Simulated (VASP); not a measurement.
# Sn2Se (P6/mmm) in VASP: further runs

The runs below take Sn2Se through relaxation of cell and atoms, single point, with PBE.

Everything below comes from runs of VASP 6.6.1. Logs are shortened: lines on timing, memory, paths and dates and some standing lists are left out, and cuts for length are marked.

## Step 1: The cell of the first run

The structure is hexagonal, space group P6/mmm (No. 191). The conventional cell has a = 5.439 Å, b = 5.439 Å, c = 3.143 Å, α = 90.00°, β = 90.00°, γ = 120.00°. Sn (site symmetry -6m2) has 5 Sn at 3.14 Å and 3 Se at 3.14 Å within 4.1 Å. Within 4.1 Å of Se (site symmetry 6/mmm) lie 6 Sn at 3.14 Å and 2 Se at 3.14 Å.

The cell was built from a structure type or drawn by symmetry, and may not be a known phase.

## Step 2: Relaxation of cell and atoms, PBE

INCAR reads:

```
ALGO = Normal
EDIFF = 1E-6
EDIFFG = -0.01
ENCUT = 600
GGA = PE
IBRION = 2
ISIF = 3
ISMEAR = 0
LASPH = T
LCHARG = F
LREAL = F
LWAVE = F
NELM = 80
NSW = 100
PREC = Accurate
SIGMA = 0.1
```

KPOINTS reads:

```
k-points
0
Gamma
  12 12 14
```

POSCAR reads:

```
Sn2Se
1.0
    5.4386688578      0.0000000000      0.0000000000
   -2.7193344289      4.7100253936      0.0000000000
    0.0000000000      0.0000000000      3.1425233763
Sn Se
2 1
Direct
    0.3333333333      0.6666666667      0.0000000000
    0.6666666667      0.3333333333      0.0000000000
    0.0000000000      0.0000000000      0.0000000000
```

Potentials or basis: VASP PAW PBE potentials, release 64 (Sn_d, Se).

Started as:

```bash
cat potpaw_PBE.64/Sn_d/POTCAR potpaw_PBE.64/Se/POTCAR > POTCAR
mpirun -np 1 vasp_std > vasp.out
```

OUTCAR:

```text
EDIFF = 1E-6
   EDIFFG = -0.01
   ENCUT = 600
   GGA = PE
   IBRION = 2
   ISIF = 3
   ISMEAR = 0
   LASPH = T
   LREAL = F
   NELM = 80
   NSW = 100
   PREC = Accurate

 ion  position               nearest neighbor table
   1  0.333  0.667  0.000-   2 3.14   3 3.14   2 3.14   3 3.14   3 3.14   2 3.14
   2  0.667  0.333  0.000-   1 3.14   3 3.14   1 3.14   3 3.14   3 3.14   1 3.14
   3  0.000  0.000  0.000-   1 3.14   2 3.14   1 3.14   2 3.14   2 3.14   1 3.14

  LATTYP: Found a hexagonal cell.
 ALAT       =     5.4386688578
 C/A-ratio  =     0.5778111259

  Lattice vectors:

 A1 = (   5.4386688578,   0.0000000000,   0.0000000000)
 A2 = (  -2.7193344289,   4.7100253936,   0.0000000000)
 A3 = (   0.0000000000,   0.0000000000,   3.1425233763)

Analysis of symmetry for initial positions (statically):
=====================================================================
 Subroutine PRICEL returns:
 Original cell was already a primitive cell.

 Routine SETGRP: Setting up the symmetry group for a
 hexagonal supercell.

 Subroutine GETGRP returns: Found 24 space group operations
 (whereof 24 operations were pure point group operations)
 out of a pool of 24 trial point group operations.

The static configuration has the point symmetry D_6h.

Analysis of symmetry for dynamics (positions and initial velocities):
=====================================================================
 Subroutine PRICEL returns:
 Original cell was already a primitive cell.

 Routine SETGRP: Setting up the symmetry group for a
 hexagonal supercell.

 Subroutine GETGRP returns: Found 24 space group operations
 (whereof 24 operations were pure point group operations)
 out of a pool of 24 trial point group operations.

The dynamic configuration has the point symmetry D_6h.

 Subroutine INISYM returns: Found 24 space group operations
 (whereof 24 operations are pure point group operations),
 and found     1 'primitive' translations

----------------------------------------------------------------------------------------

                                     Primitive cell

  volume of cell :      80.4997

  direct lattice vectors                    reciprocal lattice vectors
     5.438668858  0.000000000  0.000000000     0.183868521  0.106156540  0.000000000
    -2.719334429  4.710025394  0.000000000     0.000000000  0.212313080  0.000000000
     0.000000000  0.000000000  3.142523376     0.000000000  0.000000000  0.318215612

  length of vectors
     5.438668858  5.438668858  3.142523376     0.212313080  0.212313080  0.318215612

  position of ions in fractional coordinates (direct lattice)
     0.333333333  0.666666667  0.000000000
     0.666666667  0.333333333  0.000000000
     0.000000000  0.000000000  0.000000000

  ion indices of the primitive-cell ions
   primitive index   ion index
                 1           1
                 2           2
                 3           3

----------------------------------------------------------------------------------------

 KPOINTS: k-points

Automatic generation of k-mesh.
 Grid dimensions read from file:
 generate k-points for:   12   12   14

 Generating k-lattice:

  Cartesian coordinates                     Fractional coordinates (reciprocal lattice)
     0.015322377  0.008846378  0.000000000     0.083333333  0.000000000  0.000000000
     0.000000000  0.017692757  0.000000000     0.000000000  0.083333333  0.000000000
     0.000000000  0.000000000  0.022729687     0.000000000  0.000000000  0.071428571

  Length of vectors
     0.017692757  0.017692757  0.022729687

  Shift w.r.t. Gamma in fractional coordinates (k-lattice)
     0.000000000  0.000000000  0.000000000

 Subroutine IBZKPT returns following result:
 ===========================================

 Found    152 irreducible k-points:

 Following reciprocal coordinates:
            Coordinates               Weight
  0.000000  0.000000  0.000000      1.000000
  0.083333  0.000000  0.000000      6.000000
  0.166667  0.000000  0.000000      6.000000
  0.250000  0.000000  0.000000      6.000000
  0.333333 -0.000000  0.000000      6.000000
  0.416667 -0.000000  0.000000      6.000000
[... 16 lines left out ...]
  0.250000  0.000000  0.071429     12.000000
  0.333333 -0.000000  0.071429     12.000000
 [... further k-points ...]
   k-points           NKPTS =    152   k-points in BZ     NKDIM =    152   number of bands    NBANDS=     21
   number of dos      NEDOS =    301   number of ions     NIONS =      3
   total plane-waves  NPLWV =  64512
   dimension x,y,z NGX =    48 NGY =   48 NGZ =   28
   dimension x,y,z NGXF=    96 NGYF=   96 NGZF=   56
   ions per type =               2   1
   NGX,Y,Z   is equivalent  to a cutoff of  14.67, 14.67, 14.81 a.u.
   NGXF,Y,Z  is equivalent  to a cutoff of  29.34, 29.34, 29.63 a.u.
 SYSTEM =  unknown system
   PREC   = accura    normal or accurate (medium, high low for compatibility)
   ISTART =      0    job   : 0-new  1-cont  2-samecut
   ICHARG =      2    charge: 1-file 2-atom 10-const
   ISPIN  =      1    spin polarized calculation?
   LNONCOLLINEAR =      F non collinear calculations
   LSORBIT =      F    spin-orbit coupling
   LASPH  =      T    aspherical Exc in radial PAW
   ENCUT  =  600.0 eV  44.10 Ry    6.64 a.u.  10.86 10.86  6.28*2*pi/ulx,y,z
   NELM   =     80;   NELMIN=  2; NELMDL= -5     # of ELM steps
   EDIFF  = 0.1E-05   stopping-criterion for ELM
   LREAL  =      F    real-space projection
   EDIFFG = -.1E-01   stopping-criterion for IOM
   NSW    =    100    number of steps for IOM
   IBRION =      2    ionic relax: 0-MD 1-quasi-New 2-CG
   NFREE  =      1    steps in history (QN), initial steepest desc. (CG)
   ISIF   =      3    stress and relaxation
   ISYM   =      2    0-nonsym 1-usesym 2-fastsym
   POTIM  = 0.5000    time-step for ionic-motion
   TEBEG  =    0.0;   TEEND  =   0.0 temperature during run
   PSTRESS=    0.0 pullay stress
   NELECT =      34.0000    total number of electrons
   NUPDOWN=      -1.0000    fix difference up-down
   EMIN   =  10.00;   EMAX   =-10.00  energy-range for DOS
   EFERMI =   0.00;   METHOD = LEGACY
   ISMEAR =     0;   SIGMA  =   0.10  broadening in eV -4-tet -1-fermi 0-gaus
   EFERMI_NEDOS =   21; number of points for ismear=-14 and -15
   IALGO  =     38    algorithm
   IMIX   =      4    mixing-type and parameters
     AMIX     =   0.40;   BMIX     =  1.00
     AMIX_MAG =   1.60;   BMIX_MAG =  1.00
  volume/ion in A,a.u.               =      26.83       181.08
  Fermi-wavevector in a.u.,A,eV,Ry     =   1.228296  2.321143 20.527258  1.508711
  Thomas-Fermi vector in A             =   2.363227
   LORBIT       =      0    0 simple, 1 ext, 2 COOP (PROOUT), +10 PAW based schemes
   GGA     = PE    functional components
   LHFCALC =     F    Hartree Fock is set to
   AEXX    =    0.0000 exact exchange contribution
   IVDW    =     0    specifies the selected vdW correction
   LEPSILON=     F    determine dielectric tensor
   LRPA    =     F    only Hartree local field effects (RPA)
 conjugate gradient relaxation of ions
 non-spin polarized calculation
 Gauss-broadening in eV      SIGMA  =   0.10
  energy-cutoff  :      600.00
  volume of cell :       80.50
 maximum number of plane-waves:      2737
 NGX is ok and might be reduce to    48
   NGX = 21   NGY = 21   NGZ = 13

--------------------------------------- Ionic step        1  -------------------------------------------

 number of electron      34.0000008 magnetization

 Free energy of the ion-electron system (eV)
  ---------------------------------------------------
  ext. energy  EPLUGINS =         0.00000000
  ---------------------------------------------------
  free energy    TOTEN  =       -11.03655270 eV

  energy without entropy =      -11.02548260  energy(sigma->0) =      -11.03101765

------------------------ aborting loop because EDIFF is reached ----------------------------------------

  FORCE on cell =-STRESS in cart. coord.  units (eV):
  Direction    XX          YY          ZZ          XY          YZ          ZX
  --------------------------------------------------------------------------------------
  -------------------------------------------------------------------------------------
  Total        0.8707236      0.8707236     -1.5063011      0.0000000     -0.0000000      0.0000000
  in kB       17.3299187     17.3299187    -29.9797481      0.0000000     -0.0000000      0.0000000
  external PRESSURE =       1.5600298 kB  Pullay stress =       0.0000000 kB
[... 207 lines left out ...]
  energy  without entropy=      -11.1015259910  energy(sigma->0) =      -11.10591111

--------------------------------------- Ionic step        7  -------------------------------------------

 number of electron      33.9999992 magnetization

 E-fermi :   6.5492     XC(G=0): -10.0010

 val. band max:        6.5455436158   @ k =   0.2500   0.0833   0.0000
 cond. band min:       6.5494883149   @ k =   0.5000   0.0000   0.3571
 fundamental gap:      0.0039446991
 Fermi energy:         6.5491817026

 k-point     1 :       0.0000    0.0000    0.0000
  band No.  band energies     occupation
      1     -15.2464      2.00000
      2     -15.1719      2.00000
      3     -15.0428      2.00000
      4     -15.0428      2.00000
      5     -14.9781      2.00000
      6     -14.9781      2.00000
[... 550 lines left out ...]
      5     -14.9600      2.00000
      6     -14.9454      2.00000
[... 13 lines left out ...]
     20       9.7713      0.00000
     21      13.0913      0.00000

 [... further k-points ...]
[... 5 lines left out ...]
  --------------------------------------------------------------------------------------
  -------------------------------------------------------------------------------------
  Total        0.0785520      0.0785520      0.0781828      0.0000000      0.0000000      0.0000000
  in kB        1.5689553      1.5689553      1.5615808      0.0000000      0.0000000      0.0000000
  external PRESSURE =       1.5664971 kB  Pullay stress =       0.0000000 kB
[... 22 lines left out ...]
  energy  without entropy=      -11.1022578483  energy(sigma->0) =      -11.10648859

--------------------------------------- Ionic step        8  -------------------------------------------

 number of electron      33.9999993 magnetization

 Free energy of the ion-electron system (eV)
  ---------------------------------------------------
  ext. energy  EPLUGINS =         0.00000000
  ---------------------------------------------------
  free energy    TOTEN  =       -11.11084015 eV

  energy without entropy =      -11.10227919  energy(sigma->0) =      -11.10655967

 E-fermi :   6.5130     XC(G=0):  -9.9870

 val. band max:        6.5073598479   @ k =   0.5000   0.0000   0.3571
 cond. band min:       6.5141406062   @ k =   0.2500   0.0833   0.0000
 fundamental gap:      0.0067807584
 Fermi energy:         6.5129544669

 k-point     1 :       0.0000    0.0000    0.0000
  band No.  band energies     occupation
      1     -15.2772      2.00000
      2     -15.2033      2.00000
      3     -15.0768      2.00000
      4     -15.0768      2.00000
      5     -15.0126      2.00000
      6     -15.0126      2.00000
[... 550 lines left out ...]
      5     -14.9946      2.00000
      6     -14.9801      2.00000
[... 13 lines left out ...]
     20       9.7345      0.00000
     21      13.0308      0.00000

 [... further k-points ...]
[... 5 lines left out ...]
  --------------------------------------------------------------------------------------
  -------------------------------------------------------------------------------------
  Total        0.0122648      0.0122648     -0.0160966      0.0000000      0.0000000      0.0000000
  in kB        0.2442221      0.2442221     -0.3205240      0.0000000      0.0000000      0.0000000
  external PRESSURE =       0.0559734 kB  Pullay stress =       0.0000000 kB
[... 18 lines left out ...]
  FREE ENERGIE OF THE ION-ELECTRON SYSTEM (eV)
  ---------------------------------------------------
  free  energy   TOTEN  =       -11.1108401471 eV

  energy  without entropy=      -11.1022791852  energy(sigma->0) =      -11.10655967

 reached required accuracy - stopping structural energy minimisation
```

Wall time 9.8 min (1 thread of Intel Xeon 6975P-C (Granite Rapids), shared host); peak memory 0.48 GiB.

What came out:

```yaml
Free_energy: -11.1108 eV
Relaxed_volume: 26.82 Å³/atom
Relaxed_cell: a = 5.603 Å, b = 5.603 Å, c = 2.959 Å, α = 90.00°, β = 90.00°, γ = 120.00°
Space_group_after_relaxing_to_0.1_Å: P6/mmm (No. 191)
Energy_gained_by_relaxing: 24.8 meV/atom
Ionic_steps: 8
Pressure_after_relaxing: 0.0 GPa
Band_gap_on_the_k_mesh: zero (bands 17 and 18 overlap by 3.73 eV)
```

Step by step:
| step | energy change (eV) | largest force (eV/Å) | pressure (GPa) | volume (Å³) |
| --- | --- | --- | --- | --- |
| 1 | 0.0000 | 0.0000 | 0.16 | 80.50 |
| 2 | -0.0477 | 0.0000 | -0.24 | 80.76 |
| 3 | -0.0043 | 0.0000 | 0.16 | 81.08 |
| 4 | -0.0665 | 0.0000 | -0.32 | 80.90 |
| 5 | -0.0738 | 0.0000 | -0.30 | 80.99 |
| 6 | -0.0737 | 0.0000 | -0.31 | 80.99 |
| 7 | -0.0742 | 0.0000 | 0.16 | 80.22 |
| 8 | -0.0743 | 0.0000 | 0.01 | 80.46 |

Final structure:
```
Sn Se
1.0
     5.60311    0.00000    0.00000
    -2.80156    4.85244    0.00000
     0.00000    0.00000    2.95935
Sn Se
2 1
Direct
  0.33333 0.66667 0.00000
  0.66667 0.33333 0.00000
  0.00000 0.00000 0.00000
```

Caveat: spin-orbit coupling is left out, which moves the levels of the heavy elements.

## Step 3: Single point, PBE

This run uses another cell than the first one, of 26.48 Å³/atom.

INCAR reads:

```
PREC = Accurate ; ENCUT = 520
EDIFF = 1E-6 ; ISMEAR = 0
SIGMA = 0.1 ; LREAL = F
LASPH = T ; NELM = 60
ALGO = Normal ; ISIF = 2
LWAVE = F ; LCHARG = F
GGA = PE ; NBANDS = 24
```

KPOINTS reads:

```
regular mesh
0
Gamma
  6 6 4
```

POSCAR reads:

```
Sn2Se
1.0
    5.5817420868      0.0000000041      0.0000000000
   -2.7908710469      4.8339304425      0.0000000000
    0.0000000000      0.0000000000      2.9440921014
Sn Se
2 1
Direct
    0.3333333333      0.6666666667      0.0000000000
    0.6666666667      0.3333333333      0.0000000000
    0.0000000000      0.0000000000      0.0000000000
```

Potentials or basis: VASP PAW PBE potentials, release 64 (Sn_d, Se).

Started as:

```bash
cat potpaw_PBE.64/Sn_d/POTCAR potpaw_PBE.64/Se/POTCAR > POTCAR
mpirun -np 1 vasp_std > vasp.out
```

Wall time 44 s (1 thread of Intel Xeon 8259CL, shared host); peak memory 0.21 GiB.

It converged, with:

```
Free energy            : -11.4936 eV
Pressure               : -0.1 GPa
Band gap on the k mesh : zero (bands 17 and 18 overlap by 3.78 eV)
```

Levels at points of the mesh, in eV from the Fermi level:
```csv
k point,band 14,band 15,band 16,band 17,band 18,band 19,band 20,band 21
"(0.00, 0.00, 0.00)",-3.83,-3.83,-2.78,-2.78,2.49,4.77,4.77,7.74
"(0.50, 0.00, 0.00)",-5.02,-1.62,-0.61,0.36,2.27,2.58,2.61,6.54
"(0.00, 0.00, 0.50)",-2.56,-2.14,-1.98,-1.98,-1.19,0.04,0.04,4.79
"(0.50, 0.00, 0.50)",-4.24,-3.40,-2.85,-2.20,0.38,2.51,2.59,3.39
```

Caveat: the k points lie up to 0.53 Å⁻¹ apart, too coarse for converged energies and pressures of a metal; spin-orbit coupling is left out, which moves the levels of the heavy elements.

## Step 4: Single point, PBE

This run uses another cell than the first one.

INCAR reads:

```
PREC = Accurate
ENCUT = 520
EDIFF = 1E-7
ISMEAR = 0
SIGMA = 0.1
LREAL = False
LASPH = True
NELM = 60
ALGO = Normal
ISIF = 2
LWAVE = False
LCHARG = False
GGA = PE
NBANDS = 24
```

KPOINTS reads:

```
Automatic mesh
0
Gamma
  6 6 4
```

POSCAR reads:

```
Sn2Se
1.0
    3.9121466100      0.0000000000      0.0000000000
   -1.9560733100      3.3880183500      0.0000000000
    0.0000000000      0.0000000000      6.9373025300
Sn Se
2 1
Direct
    0.3333333300      0.6666666700      0.0000000000
    0.6666666700      0.3333333300      0.0000000000
    0.0000000000      0.0000000000      0.0000000000
```

Started as:

```bash
cat potpaw_PBE.64/Sn_d/POTCAR potpaw_PBE.64/Se/POTCAR > POTCAR
mpirun -np 1 vasp_std > vasp.out
```

Run time: 87 s. Hardware: 1 thread of Intel Xeon 8259CL, shared host; peak memory 0.23 GiB.

It converged, with:

```yaml
Free_energy: 9.7292 eV
Pressure: 103.2 GPa
Band_gap_on_the_k_mesh: zero (bands 17 and 18 overlap by 1.47 eV)
```

Stress tensor (GPa, compression positive):
```
154.80   0.00   0.00
  0.00 154.80   0.00
  0.00   0.00  -0.13
```

Levels at points of the mesh, in eV from the Fermi level:
| k point | band 14 | band 15 | band 16 | band 17 | band 18 | band 19 | band 20 | band 21 |
| --- | --- | --- | --- | --- | --- | --- | --- | --- |
| (0.00, 0.00, 0.00) | -6.81 | -6.81 | -4.14 | -4.14 | 0.56 | 0.71 | 1.42 | 5.98 |
| (0.50, 0.00, 0.00) | -6.16 | -5.74 | -3.52 | 1.25 | 1.98 | 3.25 | 4.81 | 4.88 |
| (0.00, 0.00, 0.50) | -6.81 | -6.81 | -4.14 | -4.14 | 0.72 | 0.95 | 2.00 | 3.19 |
| (0.50, 0.00, 0.50) | -6.16 | -5.76 | -3.57 | 1.17 | 2.22 | 4.24 | 4.74 | 5.00 |

Caveat: the cell stands under pressure; spin-orbit coupling is left out, which moves the levels of the heavy elements.

(Continued in part 2 of 2.)
